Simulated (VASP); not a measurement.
# H (Cmcm) in VASP: further runs

H is run at these levels: PBE, PBE+D3(BJ); tasks: relaxation of shape and atoms at fixed volume, single point.

All numbers are computed with VASP 6.6.1; they aren't measurements. Logs are shortened: lines on timing, memory, paths and dates and some standing lists are left out, and cuts for length are marked.

## (1) The cell of the first run

Symmetry: Cmcm, No. 63, orthorhombic system. The conventional cell has a = 3.662 Å, b = 5.880 Å, c = 6.998 Å, α = 90.00°, β = 90.00°, γ = 90.00°. H (site symmetry m) has 1 H at 0.76 Å within 1.0 Å.

## (2) Relaxation of shape and atoms at fixed volume, PBE (18.84 Å³/atom)

File INCAR:

```
  PREC = Accurate
  ENCUT = 600
  EDIFF = 1E-7
  ISMEAR = 0
  SIGMA = 0.02
  LREAL = F
  LASPH = T
  NELM = 60
  ALGO = Normal
  ISIF = 4
  LWAVE = F
  LCHARG = F
  GGA = PE
  IBRION = 2
  NSW = 50
  EDIFFG = -0.01
```

File KPOINTS:

```
regular mesh
0
Gamma
  8 8 4
```

File POSCAR:

```
H
1.0
    1.8310155016     -2.9402359208      0.0000000000
    1.8310155016      2.9402359208      0.0000000000
    0.0000000000      0.0000000000      6.9984621416
H
4
Direct
    0.5530013786      0.4469986214      0.9689102578
    0.4469986214      0.5530013786      0.0310897422
    0.4469986214      0.5530013786      0.4689102578
    0.5530013786      0.4469986214      0.5310897422
```

Potentials or basis: VASP PAW PBE potentials, release 64 (H).

Launch:

```bash
cat potpaw_PBE.64/H/POTCAR > POTCAR
mpirun -np 1 vasp_std > vasp.out
```

OUTCAR:

```text
PREC = Accurate
   ENCUT = 600
   EDIFF = 1E-7
   ISMEAR = 0
   LREAL = F
   LASPH = T
   NELM = 60
   ISIF = 4
   GGA = PE
   IBRION = 2
   NSW = 50
   EDIFFG = -0.01

 ion  position               nearest neighbor table
   1  0.553  0.447  0.969-   2 0.76
   2  0.447  0.553  0.031-   1 0.76
   3  0.447  0.553  0.469-   4 0.76
   4  0.553  0.447  0.531-   3 0.76

  LATTYP: Found a base centered orthorhombic cell.
 ALAT       =     3.6620310032
 B/A-ratio  =     1.6057952094
 C/A-ratio  =     1.9110876275

  Lattice vectors:

 A1 = (   1.8310155016,  -2.9402359208,   0.0000000000)
 A2 = (   1.8310155016,   2.9402359208,   0.0000000000)
 A3 = (   0.0000000000,   0.0000000000,   6.9984621416)

Analysis of symmetry for initial positions (statically):
=====================================================================
 Subroutine PRICEL returns:
 Original cell was already a primitive cell.

 Routine SETGRP: Setting up the symmetry group for a
 base centered orthorhombic supercell.

 Subroutine GETGRP returns: Found  8 space group operations
 (whereof  4 operations were pure point group operations)
 out of a pool of  8 trial point group operations.

The static configuration has the point symmetry C_2h.
 The point group associated with its full space group is D_2h.

Analysis of symmetry for dynamics (positions and initial velocities):
=====================================================================
 Subroutine PRICEL returns:
 Original cell was already a primitive cell.

 Routine SETGRP: Setting up the symmetry group for a
 base centered orthorhombic supercell.

 Subroutine GETGRP returns: Found  8 space group operations
 (whereof  4 operations were pure point group operations)
 out of a pool of  8 trial point group operations.

The dynamic configuration has the point symmetry C_2h.
 The point group associated with its full space group is D_2h.

 Subroutine INISYM returns: Found  8 space group operations
 (whereof  4 operations are pure point group operations),
 and found     1 'primitive' translations

----------------------------------------------------------------------------------------

                                     Primitive cell

  volume of cell :      75.3541

  direct lattice vectors                    reciprocal lattice vectors
     1.831015502 -2.940235921  0.000000000     0.273072511 -0.170054381  0.000000000
     1.831015502  2.940235921  0.000000000     0.273072511  0.170054381  0.000000000
     0.000000000  0.000000000  6.998462142     0.000000000  0.000000000  0.142888535

  length of vectors
     3.463755915  3.463755915  6.998462142     0.321694092  0.321694092  0.142888535

  position of ions in fractional coordinates (direct lattice)
     0.553001379  0.446998621  0.968910258
     0.446998621  0.553001379  0.031089742
     0.446998621  0.553001379  0.468910258
     0.553001379  0.446998621  0.531089742

  ion indices of the primitive-cell ions
   primitive index   ion index
                 1           1
                 2           2
                 3           3
                 4           4

----------------------------------------------------------------------------------------

 KPOINTS: regular mesh

Automatic generation of k-mesh.
 Grid dimensions read from file:
 generate k-points for:    8    8    4

 Generating k-lattice:

  Cartesian coordinates                     Fractional coordinates (reciprocal lattice)
     0.034134064 -0.021256798  0.000000000     0.125000000  0.000000000  0.000000000
     0.034134064  0.021256798  0.000000000     0.000000000  0.125000000  0.000000000
     0.000000000  0.000000000  0.035722134     0.000000000  0.000000000  0.250000000

  Length of vectors
     0.040211761  0.040211761  0.035722134

  Shift w.r.t. Gamma in fractional coordinates (k-lattice)
     0.000000000  0.000000000  0.000000000

 Subroutine IBZKPT returns following result:
 ===========================================

 Found     63 irreducible k-points:

 Following reciprocal coordinates:
            Coordinates               Weight
  0.000000  0.000000  0.000000      1.000000
  0.125000  0.000000  0.000000      4.000000
  0.250000  0.000000  0.000000      4.000000
  0.375000  0.000000  0.000000      4.000000
  0.500000  0.000000  0.000000      2.000000
  0.125000  0.125000  0.000000      2.000000
[... 16 lines left out ...]
  0.125000  0.000000  0.250000      8.000000
  0.250000  0.000000  0.250000      8.000000
 [... further k-points ...]
   k-points           NKPTS =     63   k-points in BZ     NKDIM =     63   number of bands    NBANDS=      6
   number of dos      NEDOS =    301   number of ions     NIONS =      4
   total plane-waves  NPLWV =  43904
   dimension x,y,z NGX =    28 NGY =   28 NGZ =   56
   dimension x,y,z NGXF=    56 NGYF=   56 NGZF=  112
   ions per type =               4
   NGX,Y,Z   is equivalent  to a cutoff of  13.44, 13.44, 13.30 a.u.
   NGXF,Y,Z  is equivalent  to a cutoff of  26.88, 26.88, 26.61 a.u.
 SYSTEM =  unknown system
   PREC   = accura    normal or accurate (medium, high low for compatibility)
   ISTART =      0    job   : 0-new  1-cont  2-samecut
   ICHARG =      2    charge: 1-file 2-atom 10-const
   ISPIN  =      1    spin polarized calculation?
   LNONCOLLINEAR =      F non collinear calculations
   LSORBIT =      F    spin-orbit coupling
   LASPH  =      T    aspherical Exc in radial PAW
   ENCUT  =  600.0 eV  44.10 Ry    6.64 a.u.   6.92  6.92 13.98*2*pi/ulx,y,z
   NELM   =     60;   NELMIN=  2; NELMDL= -5     # of ELM steps
   EDIFF  = 0.1E-06   stopping-criterion for ELM
   LREAL  =      F    real-space projection
   EDIFFG = -.1E-01   stopping-criterion for IOM
   NSW    =     50    number of steps for IOM
   IBRION =      2    ionic relax: 0-MD 1-quasi-New 2-CG
   NFREE  =      1    steps in history (QN), initial steepest desc. (CG)
   ISIF   =      4    stress and relaxation
   ISYM   =      2    0-nonsym 1-usesym 2-fastsym
   POTIM  = 0.5000    time-step for ionic-motion
   TEBEG  =    0.0;   TEEND  =   0.0 temperature during run
   PSTRESS=    0.0 pullay stress
   NELECT =       4.0000    total number of electrons
   NUPDOWN=      -1.0000    fix difference up-down
   EMIN   =  10.00;   EMAX   =-10.00  energy-range for DOS
   EFERMI =   0.00;   METHOD = LEGACY
   ISMEAR =     0;   SIGMA  =   0.02  broadening in eV -4-tet -1-fermi 0-gaus
   EFERMI_NEDOS =   21; number of points for ismear=-14 and -15
   IALGO  =     38    algorithm
   IMIX   =      4    mixing-type and parameters
     AMIX     =   0.40;   BMIX     =  1.00
     AMIX_MAG =   1.60;   BMIX_MAG =  1.00
  volume/ion in A,a.u.               =      18.84       127.13
  Fermi-wavevector in a.u.,A,eV,Ry     =   0.615261  1.162674  5.150428  0.378546
  Thomas-Fermi vector in A             =   1.672567
   LORBIT       =      0    0 simple, 1 ext, 2 COOP (PROOUT), +10 PAW based schemes
   GGA     = PE    functional components
   LHFCALC =     F    Hartree Fock is set to
   AEXX    =    0.0000 exact exchange contribution
   IVDW    =     0    specifies the selected vdW correction
   LEPSILON=     F    determine dielectric tensor
   LRPA    =     F    only Hartree local field effects (RPA)
 conjugate gradient relaxation of ions
 non-spin polarized calculation
 Gauss-broadening in eV      SIGMA  =   0.02
  energy-cutoff  :      600.00
  volume of cell :       75.35
 maximum number of plane-waves:      2544
   NGX = 13   NGY = 13   NGZ = 27

--------------------------------------- Ionic step        1  -------------------------------------------

 number of electron       4.0000000 magnetization

 Free energy of the ion-electron system (eV)
  ---------------------------------------------------
  ext. energy  EPLUGINS =         0.00000000
  ---------------------------------------------------
  free energy    TOTEN  =       -13.57525344 eV

  energy without entropy =      -13.57525344  energy(sigma->0) =      -13.57525344

------------------------ aborting loop because EDIFF is reached ----------------------------------------

  FORCE on cell =-STRESS in cart. coord.  units (eV):
  Direction    XX          YY          ZZ          XY          YZ          ZX
  --------------------------------------------------------------------------------------
  -------------------------------------------------------------------------------------
  Total       -0.0176165     -0.3748422     -0.1828455      0.0000000      0.0000000      0.0000000
  in kB       -0.3745616     -7.9698889     -3.8876581      0.0000000      0.0000000      0.0000000
  external PRESSURE =      -4.0773695 kB  Pullay stress =       0.0000000 kB
[... 61 lines left out ...]
  energy  without entropy=      -13.5589375726  energy(sigma->0) =      -13.55893757

--------------------------------------- Ionic step        3  -------------------------------------------

 number of electron       4.0000000 magnetization

 Free energy of the ion-electron system (eV)
  ---------------------------------------------------
  ext. energy  EPLUGINS =         0.00000000
  ---------------------------------------------------
  free energy    TOTEN  =       -13.57867050 eV

  energy without entropy =      -13.57867050  energy(sigma->0) =      -13.57867050

 E-fermi :  -8.9926     XC(G=0):  -4.2395

 val. band max:       -9.0801675068   @ k =   0.5000   0.5000   0.0000
 cond. band min:      -0.1544664734   @ k =   0.0000   0.0000   0.0000
 fundamental gap:      8.9257010334
 Fermi energy:        -8.9925856332

 k-point     1 :       0.0000    0.0000    0.0000
  band No.  band energies     occupation
      1     -10.2116      2.00000
      2      -9.7694      2.00000
      3      -0.1545      0.00000
      4       2.1692      0.00000
      5       5.7299      0.00000
      6       5.9802      0.00000

 k-point     2 :       0.1250    0.0000    0.0000
  band No.  band energies     occupation
      1     -10.1254      2.00000
      2      -9.6977      2.00000
      3       0.0572      0.00000
      4       2.0114      0.00000
      5       4.9806      0.00000
      6       6.2505      0.00000
[... 190 lines left out ...]
 k-point    24 :       0.2500    0.0000    0.2500
  band No.  band energies     occupation
      1      -9.8523      2.00000
      2      -9.5779      2.00000
      3       0.8313      0.00000
      4       1.5584      0.00000
      5       3.7579      0.00000
      6       5.0755      0.00000

 [... further k-points ...]

------------------------ aborting loop because EDIFF is reached ----------------------------------------

  FORCE on cell =-STRESS in cart. coord.  units (eV):
  Direction    XX          YY          ZZ          XY          YZ          ZX
  --------------------------------------------------------------------------------------
  -------------------------------------------------------------------------------------
  Total       -0.0185432     -0.0326210     -0.0170610      0.0000000      0.0000000      0.0000000
  in kB       -0.3942646     -0.6935872     -0.3627513      0.0000000      0.0000000      0.0000000
  external PRESSURE =      -0.4835344 kB  Pullay stress =       0.0000000 kB
[... 19 lines left out ...]
  FREE ENERGIE OF THE ION-ELECTRON SYSTEM (eV)
  ---------------------------------------------------
  free  energy   TOTEN  =       -13.5786705014 eV

  energy  without entropy=      -13.5786705014  energy(sigma->0) =      -13.57867050

 reached required accuracy - stopping structural energy minimisation
```

It took 31 s on 1 thread of Oxide Virtual Turin-like, shared host; peak memory 0.16 GiB.

What came out:

- Free energy: -13.5787 eV
- Energy gained by relaxing: 0.9 meV/atom
- Ionic steps: 3
- Pressure after relaxing: 0.0 GPa
- Band gap on the k mesh: 8.93 eV (least direct gap 9.07 eV)

Step by step:
| step | energy change (eV) | largest force (eV/Å) | pressure (GPa) | volume (Å³) |
| --- | --- | --- | --- | --- |
| 1 | 0.0000 | 0.3352 | -0.41 | 75.35 |
| 2 | 0.0163 | 0.8686 | 0.84 | 75.35 |
| 3 | -0.0034 | 0.0002 | -0.05 | 75.35 |

Final structure:
```yaml
crystal:
  lattice:
    - [1.83218, -2.93828, 0.00000]
    - [1.83218, 2.93828, 0.00000]
    - [0.00000, 0.00000, 6.99869]
  atoms:
    - { symbol: H, position: [0.55232, 0.44768, 0.96931] }
    - { symbol: H, position: [0.44768, 0.55232, 0.03069] }
    - { symbol: H, position: [0.44768, 0.55232, 0.46931] }
    - { symbol: H, position: [0.55232, 0.44768, 0.53069] }
```

Caveat: this functional lacks dispersion, which holds the molecules together, so the pressure and a relaxed volume are unreliable.

## (3) Single point, PBE+D3(BJ), collinear spin

This run uses another cell than the first one, of 18.15 Å³/atom.

File INCAR:

```
SYSTEM = H
PREC     = Accurate       ! precision mode
ENCUT    = 520            ! plane-wave cutoff, eV
EDIFF    = 1E-7           ! SCF threshold, eV
ISMEAR   = 0              ! smearing method
SIGMA    = 0.02           ! smearing width, eV
LREAL    = .False.        ! projectors in reciprocal space
LASPH    = .True.         ! aspherical terms in the spheres
NELM     = 150            ! most SCF steps
ALGO     = Normal         ! electronic algorithm
ISIF     = 2              ! what is computed and relaxed
LWAVE    = .False.        ! write WAVECAR
LCHARG   = .False.        ! write CHGCAR
ISPIN    = 2              ! spin polarisation
MAGMOM   = -0.5 2 0.5 -1  ! initial moments
LORBIT   = 11             ! projections on sites
GGA      = PE             ! functional
IVDW     = 12             ! dispersion correction
NBANDS   = 14             ! bands
```

File KPOINTS:

```
Automatic mesh
0
Gamma
  8 8 4
  0 0 0
```

File POSCAR:

```
H
1.0
    1.8085467845     -2.9041557625      0.0000000000
    1.8085467845      2.9041557625      0.0000000000
    0.0000000000      0.0000000000      6.9125827670
H
4
Direct
    0.5530013786      0.4469986214      0.9689102578
    0.4469986214      0.5530013786      0.0310897422
    0.4469986214      0.5530013786      0.4689102578
    0.5530013786      0.4469986214      0.5310897422
```

Potentials or basis: VASP PAW PBE potentials, release 64 (H).

Launch:

```bash
cat potpaw_PBE.64/H/POTCAR > POTCAR
mpirun -np 1 vasp_std > vasp.out
```

Wall time 1.9 min (1 thread of Oxide Virtual Turin-like, shared host); peak memory 0.25 GiB.

Results (log left out):

| Item | Value |
| --- | --- |
| Free energy | -13.6199 eV |
| Pressure | -0.3 GPa |
| Largest force | 0.004 eV/Å |
| Band gap on the k mesh | 8.88 eV (least direct gap 9.02 eV) |
| Net moment | 0.00 μB per cell |
| Valence electrons inside the program's atomic spheres | H 0.64 |
| Dispersion energy per atom | -0.011 eV |

Forces on the atoms (eV/Å):
```
H    0.000  0.003  0.002
H    0.000 -0.003 -0.003
H    0.000 -0.003  0.002
H    0.000  0.003 -0.002
```

Levels at points of the mesh, in eV from the valence-band top:
Spin up:
```
           k point  band 1  band 2  band 3  band 4  band 5  band 6  band 7
(0.00, 0.00, 0.00)   -1.22   -0.74    8.88   11.37   14.92   15.27   16.73
(0.50, 0.00, 0.00)   -0.51   -0.17    9.49   11.54   11.80   14.14   14.85
(0.50, 0.50, 0.00)   -0.32    0.00    9.02   10.80   12.66   14.33   14.66
(0.00, 0.00, 0.50)   -0.99   -0.99   10.03   10.03   14.86   14.86   17.49
(0.50, 0.00, 0.50)   -0.35   -0.35   10.21   10.21   13.00   13.00   16.13
(0.50, 0.50, 0.50)   -0.17   -0.17    9.70    9.70   13.71   13.71   16.75
```
Spin down:
```csv
k point,band 1,band 2,band 3,band 4,band 5
"(0.00, 0.00, 0.00)",-1.22,-0.74,8.88,11.37,14.92
"(0.50, 0.00, 0.00)",-0.51,-0.17,9.49,11.54,11.80
"(0.50, 0.50, 0.00)",-0.32,0.00,9.02,10.80,12.66
"(0.00, 0.00, 0.50)",-0.99,-0.99,10.03,10.03,14.86
"(0.50, 0.00, 0.50)",-0.35,-0.35,10.21,10.21,13.00
"(0.50, 0.50, 0.50)",-0.17,-0.17,9.70,9.70,13.71
```

Caveat: three body term missing.
